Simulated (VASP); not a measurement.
Runs of VASP 6.6.1 on In. The structure is that of space group Fm-3m (No. 225), or close to it. The cells are those of the table. This isn't the form of In at room conditions, which is tetragonal.

| task | level | cell | cutoff (eV) | gap on the mesh (eV) | pressure (GPa) | relaxed volume (Å³/atom) |
| --- | --- | --- | --- | --- | --- | --- |
| single point | r2SCAN | a = 3.340 Å, angles 120.2, 120.2, 89.6°, 1 atom | 550 | none | 0.0 | - |
| single point | PBE | a = 3.386 Å, angles 120.2, 120.2, 89.7°, 1 atom | 500 | none | -0.1 | - |
| relaxation of cell and atoms | r2SCAN | relaxed from a = 3.386 Å, angles 120.2, 120.2, 89.7°, 1 atom | 550 | none | 0.0 | 26.29 |
| single point | PBE | a = 3.340 Å, angles 120.2, 120.2, 89.6°, 1 atom | 500 | none | 1.7 | - |
| relaxation of cell and atoms | PBE | relaxed from a = 3.377 Å, angles 122.5, 122.5, 85.8°, 1 atom | 500 | none | 0.0 | (a) |

Alike in all rows: potentials or basis VASP PAW PBE potentials, release 64 (In_d); no spin polarisation; k mesh 10 × 10 × 10; smearing fermi-dirac 0.02 eV.

Q: Estimate the missing entries.

A: (a) 27.35.

Caveats: spin-orbit coupling is left out, which moves the levels of the heavy elements; the PAW data sets were made with another functional, which shifts forces and pressure a little (at least some runs).

A k mesh can miss the band edges, and the runs leave out spin-orbit coupling on In.

A gap of «none» marks levels without a gap at the run's occupations.
